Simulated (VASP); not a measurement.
Here is a VASP 6.6.1 calculation.

Contents of INCAR:

```
PREC = Accurate
ENCUT = 520
EDIFF = 1E-6
ISMEAR = 0
SIGMA = 0.1
LREAL = False
LASPH = True
NELM = 100
ALGO = Normal
ISIF = 2
LWAVE = False
LCHARG = False
GGA = PS
NBANDS = 18
```

File KPOINTS:

```
Automatic mesh
0
Gamma
  14 14 14
```

File POSCAR:

```
GaNi
1.0
    2.8438229016      0.0000000000      0.0000000000
    0.0000000000      2.8438229016      0.0000000000
    0.0000000000      0.0000000000      2.8438229016
Ga Ni
1 1
Direct
    0.0000000000      0.0000000000      0.0000000000
    0.5000000000      0.5000000000      0.5000000000
```

Potentials or basis: VASP PAW PBE potentials, release 64 (Ga_d, Ni).

The run is started by

```bash
$ cat potpaw_PBE.64/Ga_d/POTCAR potpaw_PBE.64/Ni/POTCAR > POTCAR
$ mpirun -np 1 vasp_std > vasp.out
```

(1) Estimate the pressure.

## Answers

(1) 6.1 GPa.

Caveat: the PAW data sets were made with another functional, which shifts forces and pressure a little.
